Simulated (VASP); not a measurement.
Wanted: the native input for a VASP 6.6.1 run.

* Task: single point
* Functional: PBEsol
* Potentials or basis: VASP PAW PBE potentials, release 64 (Ti_sv, Al)
* Cutoff: 520 eV
* k mesh: 15 × 15 × 6
* Occupations: gaussian, width 0.15 eV
* Spin: no spin polarisation
* Dipole correction: no
* Further INCAR settings: ALGO = Fast; EDIFF = 1e-06; NBANDS = 28

The structure of Ti3Al lies in POSCAR:

```
Ti3Al
1.0
    2.8221296140      0.0000000000      0.0000000000
   -1.4110648070      2.4440359385      0.0000000000
    0.0000000000      0.0000000000      9.6195110023
Ti Al
3 1
Direct
    0.6666666667      0.3333333333      0.0000000000
    0.3333333333      0.6666666667      0.7675875759
    0.3333333333      0.6666666667      0.2324124241
    0.6666666667      0.3333333333      0.5000000000
```

This cell differs from its parent crystal: atoms shifted along a free coordinate, c/a of the conventional cell at fixed volume 3.4086.

The input as run:

INCAR

```
  PREC = Accurate
  ENCUT = 520
  EDIFF = 1E-6
  ISMEAR = 0
  SIGMA = 0.15
  LREAL = False
  LASPH = True
  NELM = 60
  ALGO = Fast
  ISIF = 2
  LWAVE = False
  LCHARG = False
  GGA = PS
  NBANDS = 28
```

KPOINTS

```
Automatic mesh
0
Gamma
  15 15 6
```

Potentials or basis: VASP PAW PBE potentials, release 64 (Ti_sv, Al).

Launch:

```console
$ cat potpaw_PBE.64/Ti_sv/POTCAR potpaw_PBE.64/Al/POTCAR > POTCAR
$ mpirun -np 1 vasp_std > vasp.out
```

It gave:

```yaml
Pressure: 1.5 GPa
Largest_force: 1.151 eV/Å
Band_gap_on_the_k_mesh: zero (an odd number of electrons rules out a gap without spin polarisation)
```

Caveat: the stress differs along the axes, from -7 to 6 GPa; the PAW data sets were made with another functional, which shifts forces and pressure a little.

Run time: 10 min on 1 thread of Intel(R) Xeon(R) Platinum 8488C (Sapphire Rapids), on a shared host, peak memory 0.31 GiB.
